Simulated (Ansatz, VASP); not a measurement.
## Two plane-wave programs on S

File INCAR:

```
ALGO = Normal
EDIFF = 1E-6
EDIFFG = -0.01
ENCUT = 600
GGA = PE
IBRION = 2
ISIF = 3
ISMEAR = 0
LASPH = True
LCHARG = False
LREAL = False
LWAVE = False
NELM = 100
NSW = 100
PREC = Accurate
SIGMA = 0.02
```

KPOINTS

```
k-points
0
Gamma
  6 6 6
```

POSCAR

```
S
1.0
    4.9903318721      0.0000000000      0.0000000000
   -2.4951659361      4.3217541746      0.0000000000
    0.0000000000      0.0000000000      4.4213788746
S
3
Direct
    0.1697886443      0.0000000000      0.1666666667
    0.0000000000      0.1697886443      0.8333333333
    0.8302113557      0.8302113557      0.5000000000
```

Input for Ansatz:

```yaml
crystal:
  lattice:
    - [4.9903318721, 0.0, 0.0]
    - [-2.4951659361, 4.3217541746, 0.0]
    - [0.0, 0.0, 4.4213788746]
  atoms:
    - { symbol: S, position: [0.1697886443, 0.0, 0.1666666667] }
    - { symbol: S, position: [0.0, 0.1697886443, 0.8333333333] }
    - { symbol: S, position: [0.8302113557, 0.8302113557, 0.5] }
basis:
  ecutwfc: 420
kpoints:
  mp_grid: { grid: [6, 6, 6] }
hamiltonian:
  xc: pbe
scf:
  occupations: { method: gaussian, width: 0.02 }
output:
  forces: true
  stress: true
  eigenvalues: true
relax:
  adjacent_minimum: "off"
  f_tol: 0.01
  max_steps: 80
  cell: { stress_tol: 0.05 }
```

Alike in both runs: task relaxation of cell and atoms; functional PBE; k mesh 6 × 6 × 6; occupations gaussian, width 0.02 eV; no spin polarisation.

|  | VASP | Ansatz |
| --- | --- | --- |
| version | VASP 6.6.1 | Ansatz 0.2.0 |
| potentials or method | VASP PAW PBE potentials, release 64 (S), cutoff 600 eV | scalar-relativistic, plane waves, PAW |
| valence electrons in the cell | 18 | 18 |

|  | VASP | Ansatz | Ansatz less VASP |
| --- | --- | --- | --- |
| gap on the k mesh at the Fermi level, each at its own relaxed structure (eV) | 2.56 | 2.48 | -0.082 |
| relaxed volume (Å³/atom) | 34.10 | 34.40 | +0.296 |
| relaxed cell length with the largest relative difference (Å) | 4.406 | 4.419 | +0.0133 |
